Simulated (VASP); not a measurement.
# Sb (Fm-3m) in VASP: notebook

Sb is run at these levels: PBE, LDA; tasks: single point.

Everything below comes from runs of VASP 6.6.1. Logs are shortened: lines on timing, memory, paths and dates and some standing lists are left out, and cuts for length are marked.

### 1 The cell of the first run

Symmetry: Fm-3m, No. 225, cubic system. The conventional cell has a = 4.742 Å, b = 4.742 Å, c = 4.742 Å, α = 90.00°, β = 90.00°, γ = 90.00°. Sb (site symmetry m-3m) has 12 Sb at 3.35 Å within 4.4 Å.

### 2 Single point, PBE, non-collinear spin, zero start, spin-orbit coupling

File INCAR:

```
PREC = Accurate
ENCUT = 520
EDIFF = 1E-7
ISMEAR = -1
SIGMA = 0.05
LREAL = F
LASPH = T
NELM = 150
ALGO = Normal
ISIF = 2
LWAVE = F
LCHARG = F
MAGMOM = 0 0 0
LORBIT = 11
LSORBIT = T
GGA_COMPAT = F
LORBMOM = T
GGA = PE
NBANDS = 16
```

File KPOINTS:

```
regular mesh
0
Gamma
  7 7 7
```

File POSCAR:

```
Sb
1.0
    0.0000000000      2.3712425216      2.3712425216
    2.3712425216      0.0000000000      2.3712425216
    2.3712425216      2.3712425216      0.0000000000
Sb
1
Direct
    0.0000000000      0.0000000000      0.0000000000
```

Potentials or basis: VASP PAW PBE potentials, release 64 (Sb).

The run is started by

```
cat potpaw_PBE.64/Sb/POTCAR > POTCAR
mpirun -np 1 vasp_ncl > vasp.out
```

OUTCAR:

```text
PREC = Accurate
   ENCUT = 520
   EDIFF = 1E-7
   ISMEAR = -1
   LREAL = F
   LASPH = T
   NELM = 150
   ISIF = 2
   LORBIT = 11
   LSORBIT = T
   GGA = PE

 ion  position               nearest neighbor table
   1  0.000  0.000  0.000-

  LATTYP: Found a face centered cubic cell.
 ALAT       =     4.7424850432

  Lattice vectors:

 A1 = (   0.0000000000,   2.3712425216,   2.3712425216)
 A2 = (   2.3712425216,   0.0000000000,   2.3712425216)
 A3 = (   2.3712425216,   2.3712425216,   0.0000000000)

Analysis of symmetry for initial positions (statically):
=====================================================================
 Subroutine PRICEL returns:
 Original cell was already a primitive cell.

 Routine SETGRP: Setting up the symmetry group for a
 face centered cubic supercell.

 Subroutine GETGRP returns: Found 48 space group operations
[... 9 lines left out ...]

 Routine SETGRP: Setting up the symmetry group for a
 face centered cubic supercell.

 Subroutine GETGRP returns: Found 48 space group operations
 (whereof 48 operations were pure point group operations)
 out of a pool of 48 trial point group operations.

The dynamic configuration has the point symmetry O_h .

Analysis of structural, dynamic, and magnetic symmetry:
=====================================================================
 Subroutine PRICEL returns:
 Original cell was already a primitive cell.

 Routine SETGRP: Setting up the symmetry group for a
 face centered cubic supercell.

 Subroutine GETGRP returns: Found 48 space group operations
 (whereof 48 operations were pure point group operations)
 out of a pool of 48 trial point group operations.

The overall configuration has the point symmetry O_h .

 Subroutine INISYM returns: Found 48 space group operations
[... 5 lines left out ...]
                                     Primitive cell

  volume of cell :      26.6660

  direct lattice vectors                    reciprocal lattice vectors
     0.000000000  2.371242522  2.371242522    -0.210859916  0.210859916  0.210859916
     2.371242522  0.000000000  2.371242522     0.210859916 -0.210859916  0.210859916
     2.371242522  2.371242522  0.000000000     0.210859916  0.210859916 -0.210859916

  length of vectors
     3.353443334  3.353443334  3.353443334     0.365220089  0.365220089  0.365220089

  position of ions in fractional coordinates (direct lattice)
     0.000000000  0.000000000  0.000000000

  ion indices of the primitive-cell ions
   primitive index   ion index
                 1           1

----------------------------------------------------------------------------------------

 KPOINTS: regular mesh

Automatic generation of k-mesh.
 Grid dimensions read from file:
 generate k-points for:    7    7    7

 Generating k-lattice:

  Cartesian coordinates                     Fractional coordinates (reciprocal lattice)
    -0.030122845  0.030122845  0.030122845     0.142857143  0.000000000  0.000000000
     0.030122845 -0.030122845  0.030122845     0.000000000  0.142857143  0.000000000
     0.030122845  0.030122845 -0.030122845     0.000000000  0.000000000  0.142857143

  Length of vectors
     0.052174298  0.052174298  0.052174298

  Shift w.r.t. Gamma in fractional coordinates (k-lattice)
     0.000000000  0.000000000  0.000000000

 Subroutine IBZKPT returns following result:
 ===========================================

 Found     20 irreducible k-points:

 Following reciprocal coordinates:
            Coordinates               Weight
  0.000000  0.000000  0.000000      1.000000
  0.142857  0.000000  0.000000      8.000000
  0.285714  0.000000  0.000000      8.000000
  0.428571  0.000000  0.000000      8.000000
  0.142857  0.142857  0.000000      6.000000
  0.285714  0.142857  0.000000     24.000000
[... 12 lines left out ...]
 -0.428571  0.428571  0.142857     24.000000
 -0.285714  0.428571  0.142857     24.000000
   k-points           NKPTS =     20   k-points in BZ     NKDIM =     20   number of bands    NBANDS=     16
   number of dos      NEDOS =    301   number of ions     NIONS =      1
   total plane-waves  NPLWV =  21952
   dimension x,y,z NGX =    28 NGY =   28 NGZ =   28
   dimension x,y,z NGXF=    56 NGYF=   56 NGZF=   56
   ions per type =               1
   NGX,Y,Z   is equivalent  to a cutoff of  13.88, 13.88, 13.88 a.u.
   NGXF,Y,Z  is equivalent  to a cutoff of  27.76, 27.76, 27.76 a.u.
 SYSTEM =  unknown system
   PREC   = accura    normal or accurate (medium, high low for compatibility)
   ISTART =      0    job   : 0-new  1-cont  2-samecut
   ICHARG =      2    charge: 1-file 2-atom 10-const
   ISPIN  =      1    spin polarized calculation?
   LNONCOLLINEAR =      T non collinear calculations
   LSORBIT =      T    spin-orbit coupling
   LASPH  =      T    aspherical Exc in radial PAW
   ENCUT  =  520.0 eV  38.22 Ry    6.18 a.u.   6.24  6.24  6.24*2*pi/ulx,y,z
   NELM   =    150;   NELMIN=  2; NELMDL= -5     # of ELM steps
   EDIFF  = 0.1E-06   stopping-criterion for ELM
   LREAL  =      F    real-space projection
   EDIFFG = 0.1E-05   stopping-criterion for IOM
   NSW    =      0    number of steps for IOM
   IBRION =     -1    ionic relax: 0-MD 1-quasi-New 2-CG
   NFREE  =      0    steps in history (QN), initial steepest desc. (CG)
   ISIF   =      2    stress and relaxation
   ISYM   =      2    0-nonsym 1-usesym 2-fastsym
   POTIM  = 0.5000    time-step for ionic-motion
   TEBEG  =    0.0;   TEEND  =   0.0 temperature during run
   PSTRESS=    0.0 pullay stress
   NELECT =       5.0000    total number of electrons
   NUPDOWN=      -1.0000    fix difference up-down
   EMIN   =  10.00;   EMAX   =-10.00  energy-range for DOS
   EFERMI =   0.00;   METHOD = LEGACY
   ISMEAR =    -1;   SIGMA  =   0.05  broadening in eV -4-tet -1-fermi 0-gaus
   EFERMI_NEDOS =   21; number of points for ismear=-14 and -15
   IALGO  =     38    algorithm
   IMIX   =      4    mixing-type and parameters
     AMIX     =   0.40;   BMIX     =  1.00
     AMIX_MAG =   1.60;   BMIX_MAG =  1.00
  volume/ion in A,a.u.               =      26.67       179.95
  Fermi-wavevector in a.u.,A,eV,Ry     =   0.937013  1.770697 11.945820  0.877993
  Thomas-Fermi vector in A             =   2.064081
   LORBIT       =     11    0 simple, 1 ext, 2 COOP (PROOUT), +10 PAW based schemes
   GGA     = PE    functional components
   LHFCALC =     F    Hartree Fock is set to
   AEXX    =    0.0000 exact exchange contribution
   IVDW    =     0    specifies the selected vdW correction
   LEPSILON=     F    determine dielectric tensor
   LRPA    =     F    only Hartree local field effects (RPA)
  energy-cutoff  :      520.00
  volume of cell :       26.67
 maximum number of plane-waves:      1452
 NGX is ok and might be reduce to    28
   NGX = 13   NGY = 13   NGZ = 13

 number of electron       5.0000000 magnetization       0.0000000      0.0000000     -0.0000000

 number of electron       5.0000000 magnetization       0.0000000      0.0000000      0.0000000

 number of electron       5.0000000 magnetization      -0.0000000     -0.0000000     -0.0000000

 Free energy of the ion-electron system (eV)
  ---------------------------------------------------
  ext. energy  EPLUGINS =         0.00000000
  ---------------------------------------------------
  free energy    TOTEN  =        -3.87580846 eV

  energy without entropy =       -3.85929929  energy(sigma->0) =       -3.86755388

 E-fermi :   8.4041     XC(G=0): -10.2767

 val. band max:        8.4027419827   @ k =   0.4286   0.2857   0.0000
 cond. band min:       8.4382726746   @ k =   0.4286   0.2857   0.1429
 fundamental gap:      0.0355306919
 Fermi energy:         8.4040649384

 k-point     1 :       0.0000    0.0000    0.0000
  band No.  band energies     occupation
      1      -4.3485      1.00000
      2      -4.3485      1.00000
      3      13.2242      0.00000
      4      13.2242      0.00000
      5      14.4366      0.00000
      6      14.4366      0.00000
[... 357 lines left out ...]
      3       5.0332      1.00000
      4       5.0332      1.00000
      5       5.4912      1.00000
      6       5.4912      1.00000
[... 8 lines left out ...]
     15      21.3020      0.00000
     16      21.3020      0.00000

------------------------ aborting loop because EDIFF is reached ----------------------------------------

  FORCE on cell =-STRESS in cart. coord.  units (eV):
  Direction    XX          YY          ZZ          XY          YZ          ZX
  --------------------------------------------------------------------------------------
  -------------------------------------------------------------------------------------
  Total        0.2545854      0.2545854      0.2545854     -0.0000000     -0.0000000      0.0000000
  in kB       15.2962901     15.2962901     15.2962901     -0.0000000     -0.0000000      0.0000000
  external PRESSURE =      15.2962901 kB  Pullay stress =       0.0000000 kB

 VOLUME and BASIS-vectors are now :
 -----------------------------------------------------------------------------
  energy-cutoff  :      520.00
  volume of cell :       26.67
      direct lattice vectors                 reciprocal lattice vectors
     0.000000000  2.371242522  2.371242522    -0.210859916  0.210859916  0.210859916
     2.371242522  0.000000000  2.371242522     0.210859916 -0.210859916  0.210859916
     2.371242522  2.371242522  0.000000000     0.210859916  0.210859916 -0.210859916

 POSITION                                       TOTAL-FORCE (eV/Angst)
 -----------------------------------------------------------------------------------
      0.00000      0.00000      0.00000        -0.000000     -0.000000      0.000000
 -----------------------------------------------------------------------------------
    total drift:                               -0.000000     -0.000000      0.000000

  FREE ENERGIE OF THE ION-ELECTRON SYSTEM (eV)
  ---------------------------------------------------
  free  energy   TOTEN  =        -3.8758084644 eV

  energy  without entropy=       -3.8592992926  energy(sigma->0) =       -3.86755388

 orbital moment (x)

 # of ion     p       d       tot
 ----------------------------------------
  1        -0.000  -0.000  -0.000
 ----------------------------------------
           -0.000  -0.000  -0.000

 orbital moment (y)

 # of ion     p       d       tot
 ----------------------------------------
  1         0.000  -0.000   0.000
 ----------------------------------------
            0.000  -0.000   0.000

 orbital moment (z)

 # of ion     p       d       tot
 ----------------------------------------
  1         0.000   0.000   0.000
 ----------------------------------------
            0.000   0.000   0.000

 Spin-Orbit-Coupling matrix elements

 Ion:    1  E_soc:     -0.1356347
 l=   1
     0.0000000    -0.0223478    -0.0223478
    -0.0223478     0.0000000    -0.0223478
    -0.0223478    -0.0223478     0.0000000
 l=   2
     0.0000000    -0.0000644     0.0000000    -0.0000644    -0.0001935
    -0.0000644     0.0000000    -0.0001452    -0.0000644    -0.0000484
     0.0000000    -0.0001452     0.0000000    -0.0001452     0.0000000
    -0.0000644    -0.0000644    -0.0001452     0.0000000    -0.0000484
    -0.0001935    -0.0000484     0.0000000    -0.0000484     0.0000000
 l=   3
     0.0000000     0.0000000     0.0000000     0.0000000     0.0000000     0.0000000     0.0000000
     0.0000000     0.0000000     0.0000000     0.0000000     0.0000000     0.0000000     0.0000000
     0.0000000     0.0000000     0.0000000     0.0000000     0.0000000     0.0000000     0.0000000
     0.0000000     0.0000000     0.0000000     0.0000000     0.0000000     0.0000000     0.0000000
     0.0000000     0.0000000     0.0000000     0.0000000     0.0000000     0.0000000     0.0000000
     0.0000000     0.0000000     0.0000000     0.0000000     0.0000000     0.0000000     0.0000000
     0.0000000     0.0000000     0.0000000     0.0000000     0.0000000     0.0000000     0.0000000

 total charge

# of ion       s       p       d       tot
------------------------------------------
    1        1.254   1.038   0.042   2.334

 magnetization (x)

# of ion       s       p       d       tot
------------------------------------------
    1        0.000   0.000   0.000   0.000

 magnetization (y)

# of ion       s       p       d       tot
------------------------------------------
    1        0.000  -0.000   0.000   0.000

 magnetization (z)

# of ion       s       p       d       tot
------------------------------------------
    1        0.000   0.000   0.000   0.000
```

It took 32 s on 1 thread of AMD EPYC 7R13, shared host; peak memory 0.21 GiB.

Results:

| Quantity | Value |
| --- | --- |
| Free energy | -3.8758 eV |
| Pressure | 1.5 GPa |
| Net moment | 0.00 μB per cell |
| Valence electrons inside the program's atomic spheres | Sb 2.33 |

Moments on the atoms (μB; x, y, z):
```
Sb  0.00 0.00 0.00
```

(Part 1 of 2 ends here.)
